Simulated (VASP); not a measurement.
Here is a VASP 6.6.1 calculation.

The input POSCAR:

```
Sr
1.0
    0.0000000000      2.9656330182      2.9656330182
    2.9656330182      0.0000000000      2.9656330182
    2.9656330182      2.9656330182      0.0000000000
Sr
1
Direct
    0.0000000000      0.0000000000      0.0000000000
```

INCAR.step1

```
SYSTEM = Sr
PREC = Accurate
ENCUT = 550
ISMEAR = -1
SIGMA = 0.1
LREAL = .FALSE.
LASPH = .TRUE.
NELM = 120
NBANDS = 11
GGA = PE
ALGO = Normal
EDIFF = 1E-5
LWAVE = .TRUE.
LCHARG = .FALSE.
GGA_COMPAT = .FALSE.
```

INCAR.step2

```
SYSTEM = Sr
PREC = Accurate
ENCUT = 550
EDIFF = 1E-6
ISMEAR = -1
SIGMA = 0.1
LREAL = .FALSE.
LASPH = .TRUE.
NELM = 120
ALGO = Normal
ISIF = 2
LWAVE = .FALSE.
LCHARG = .FALSE.
METAGGA = R2SCAN
LMIXTAU = .TRUE.
NBANDS = 11
ISTART = 1
GGA_COMPAT = .FALSE.
```

Contents of KPOINTS:

```
regular mesh
0
G
  10 10 10
  0 0 0
```

Potentials or basis: VASP PAW PBE potentials, release 64 (Sr_sv).

Launch:

```sh
$ cat potpaw_PBE.64/Sr_sv/POTCAR > POTCAR
$ cp INCAR.step1 INCAR
$ mpirun -np 1 vasp_std > vasp.out
$ cp INCAR.step2 INCAR
$ mpirun -np 1 vasp_std > vasp.out
```

Question: What does it give for the band gap on the k mesh?

Answer: Zero (bands 5 and 6 overlap by 0.02 eV).

Question: What does it give for the pressure?

Answer: 1.2 GPa.

Caveat: the PAW data sets were made with another functional, which shifts forces and pressure a little.
